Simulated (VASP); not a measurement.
A run of VASP 6.6.1 is set up as follows.

POSCAR

```
BeS
1.0
    0.0000000000      2.4343062282      2.4343062282
    2.4343062282      0.0000000000      2.4343062282
    2.4343062282      2.4343062282      0.0000000000
Be S
1 1
Direct
    0.0000000000      0.0000000000      0.0000000000
    0.2500000000      0.2500000000      0.2500000000
```

INCAR.step1

```
SYSTEM = BeS
PREC = Accurate
ENCUT = 500
EDIFF = 1E-8
ISMEAR = 0
SIGMA = 0.01
LREAL = .FALSE.
LASPH = .TRUE.
NELM = 100
ALGO = Normal
LWAVE = .TRUE.
LCHARG = .FALSE.
GGA = PE
```

File INCAR.step2:

```
SYSTEM = BeS
PREC = Accurate
ENCUT = 500
EDIFF = 1E-8
ISMEAR = 0
SIGMA = 0.01
LREAL = .FALSE.
LASPH = .TRUE.
NELM = 1
ALGO = Exact
LWAVE = .TRUE.
LCHARG = .FALSE.
GGA = PE
NBANDS = 50
LOPTICS = .TRUE.
ISTART = 1
```

INCAR.step3

```
SYSTEM = BeS
PREC = Accurate
ENCUT = 500
EDIFF = 1E-8
ISMEAR = 0
SIGMA = 0.01
LREAL = .FALSE.
LASPH = .TRUE.
ALGO = EVGW0
LWAVE = .FALSE.
LCHARG = .FALSE.
GGA = PE
NELMGW = 1
NBANDS = 50
ENCUTGW = 80.0
NOMEGA = 48
PRECFOCK = Fast
ISTART = 1
NBANDSGW = 12
```

The input KPOINTS:

```
regular mesh
0
G
  4 4 4
  0 0 0
```

Potentials or basis: VASP PAW PBE potentials, release 64 (Be_GW, S_GW).

Command:

```bash
$ cat potpaw_PBE.64/Be_GW/POTCAR potpaw_PBE.64/S_GW/POTCAR > POTCAR
$ cp INCAR.step1 INCAR
$ mpirun -np 1 vasp_std > vasp.out
$ cp INCAR.step2 INCAR
$ mpirun -np 1 vasp_std > vasp.out
$ cp INCAR.step3 INCAR
$ mpirun -np 1 vasp_std > vasp.out
```

Q: What does it give for the quasiparticle gap?

A: 4.19 eV.

Q: What does it give for the least direct quasiparticle gap?

A: 7.05 eV.

Q: What does it give for the band gap on the k mesh, mean-field level?

A: 3.12 eV, indirect (least direct gap 5.64 eV).

Caveat: the k points lie up to 0.56 Å⁻¹ apart; bands, screening cutoff and mesh are small and nothing is extrapolated, so the quasiparticle values aren't converged. A k mesh can miss the band edges.
